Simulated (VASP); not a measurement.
Write the native input for VASP 6.6.1 that does the following.

- Task: single point
- Functional: LDA
- Potentials or basis: VASP PAW LDA potentials, release 64 (K_sv, Na_pv)
- Cutoff: 520 eV
- k mesh: 3 × 3 × 3
- Occupations: methfessel-paxton, width 0.02 eV
- Spin: no spin polarisation
- Dipole correction: no
- Further INCAR settings: ALGO = Normal; EDIFF = 1e-06; NBANDS = 25

The structure of K3Na lies in POSCAR:

```
K3Na
1.0
    6.0942726374      0.0000000000      0.0000000000
    0.0000000000      6.0942726374      0.0000000000
    0.0000000000      0.0000000000      6.0942726374
K Na
3 1
Direct
    0.0000000000      0.5000000000      0.5000000000
    0.5000000000      0.0000000000      0.5000000000
    0.5000000000      0.5000000000      0.0000000000
    0.0000000000      0.0000000000      0.0000000000
```

The input as run:

INCAR

```
SYSTEM = K3Na
PREC = Accurate ; ENCUT = 520
EDIFF = 1E-6 ; ISMEAR = 1
SIGMA = 0.02 ; LREAL = .False.
LASPH = .True. ; NELM = 100
ALGO = Normal ; ISIF = 2
LWAVE = .False. ; LCHARG = .True.
LELF = .True. ; LVHAR = .True.
NBANDS = 25
```

KPOINTS

```
regular mesh
0
Gamma
  3 3 3
  0 0 0
```

Potentials or basis: VASP PAW LDA potentials, release 64 (K_sv, Na_pv).

Command:

```sh
$ cat potpaw_LDA.64/K_sv/POTCAR potpaw_LDA.64/Na_pv/POTCAR > POTCAR
$ mpirun -np 1 vasp_std > vasp.out
```

It gave:

```json
{
  "Pressure": "0.0 GPa",
  "Band gap on the k mesh": "zero (band 17 reaches 0.60 eV, above the bottom of band 18 at -0.10 eV)"
}
```

It took 23 s on 1 thread of Intel(R) Xeon(R) Platinum 8488C (Sapphire Rapids), with other jobs on the host, peak memory 0.24 GiB.
